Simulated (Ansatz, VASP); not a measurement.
One calculation of AlN, two programs

INCAR

```
ALGO = Normal
EDIFF = 1E-7
ENCUT = 520
GGA = PE
ISIF = 2
ISMEAR = 0
LASPH = T
LCHARG = T
LELF = T
LREAL = F
LVHAR = T
LWAVE = F
NBANDS = 16
NELM = 60
PREC = Accurate
SIGMA = 0.05
```

KPOINTS

```
k-points
0
Gamma
  12 12 6
```

POSCAR

```
AlN
1.0
    3.1302395629      0.0000000000      0.0000000000
   -1.5651197815      2.7108669814      0.0000000000
    0.0000000000      0.0000000000      5.0179796548
Al N
2 2
Direct
    0.3158124271      0.6579062135     -0.0013845049
    0.6491457604      0.3245728802      0.4986154951
    0.3333333333      0.6666666667      0.3832712825
    0.6666666667      0.3333333333      0.8832712825
```

Input for Ansatz:

```yaml
crystal:
  lattice:
    - [3.1302395629, 0.0, 0.0]
    - [-1.5651197815, 2.7108669814, 0.0]
    - [0.0, 0.0, 5.0179796548]
  atoms:
    - { symbol: Al, position: [0.3158124271, 0.6579062135, -0.0013845049] }
    - { symbol: Al, position: [0.6491457604, 0.3245728802, 0.4986154951] }
    - { symbol: "N", position: [0.3333333333, 0.6666666667, 0.3832712825] }
    - { symbol: "N", position: [0.6666666667, 0.3333333333, 0.8832712825] }
basis:
  ecutwfc: 420
kpoints:
  mp_grid: { grid: [12, 12, 6] }
hamiltonian:
  xc: pbe
scf:
  occupations: { method: gaussian, width: 0.05 }
output:
  forces: true
  stress: true
  eigenvalues: true
```

Change from the starting cell: all Al atoms moved +0.050 Å, as atom 1 towards its neighbour atom 4 (N) at 1.902 Å.

Alike in both runs: task single point; functional PBE; k mesh 12 × 12 × 6; occupations gaussian, width 0.05 eV; no spin polarisation.

|  | VASP | Ansatz |
| --- | --- | --- |
| version | VASP 6.6.1 | Ansatz 0.2.0 |
| potentials or method | VASP PAW PBE potentials, release 64 (Al, N), cutoff 520 eV | scalar-relativistic, plane waves, PAW |
| valence electrons in the cell | 16 | 16 |

VASP gave:

* gap on the k mesh at the Fermi level (eV): 3.97
* least direct gap on the mesh (eV): 3.97
* pressure (GPa): 0.0
* traceless stress, the component that is largest in VASP (GPa): 1.50
* rms of the force components (eV/Å): 0.426

Which values does Ansatz return?

gap on the k mesh at the Fermi level (eV): 3.97; least direct gap on the mesh (eV): 3.97; pressure (GPa): 0.3; traceless stress, the component that is largest in VASP (GPa): 1.49; rms of the force components (eV/Å): 0.425.

Atom by atom the forces differ by 0.001 eV/Å (rms over components).
